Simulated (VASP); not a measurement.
AlN: single point with r2SCAN+D3(BJ)

The system is AlN.

```
Al N
1.0
     3.11300    0.00000    0.00000
    -1.55650    2.69594    0.00000
     0.00000    0.00000    4.98100
Al N
2 2
Cartesian
  0.0000 1.7973 0.0000
  1.5565 0.8986 2.4905
  0.0000 1.7973 1.8928
  1.5565 0.8986 4.3833
```

```json
{
  "Program": "VASP 6.6.1",
  "Task": "single point",
  "Functional": "r2SCAN",
  "Dispersion": "D3(BJ)",
  "Potentials or basis": "VASP PAW PBE potentials, release 64 (Al, N)",
  "Cutoff": "520 eV",
  "k mesh": "4 × 4 × 2, shifted",
  "Occupations": "methfessel-paxton, width 0.02 eV",
  "Spin": "no spin polarisation"
}
```

The pressure is -3.3 GPa and the largest force is 0.119 eV/Å. The band gap on the k mesh is 6.48 eV, indirect (least direct gap 6.76 eV). The dispersion energy per atom is -0.126 eV.

Forces in eV/Å, atoms in the order of the input:
```
Al   0.000  0.000 -0.119
Al   0.000  0.000 -0.119
N    0.000  0.000  0.119
N    0.000  0.000  0.119
```

Stress tensor (GPa, compression positive):
```
-3.88  0.00  0.00
 0.00 -3.88  0.00
 0.00  0.00 -2.01
```

Levels at points of the mesh, in eV from the valence-band top:
```
           k point  band 6  band 7  band 8  band 9  band 10  band 11
(0.12, 0.12, 0.25)   -1.05   -0.36   -0.12    7.35     9.06     9.98
```

Wall time 56 s on 1 thread of Intel(R) Xeon(R) Platinum 8488C (Sapphire Rapids), on a shared host, peak memory 0.18 GiB.

Caveat: the k points lie up to 0.63 Å⁻¹ apart; the PAW data sets were made with another functional, which shifts forces and pressure a little. r2SCAN opens gaps a little over a GGA but as a rule still falls short of measured ones.
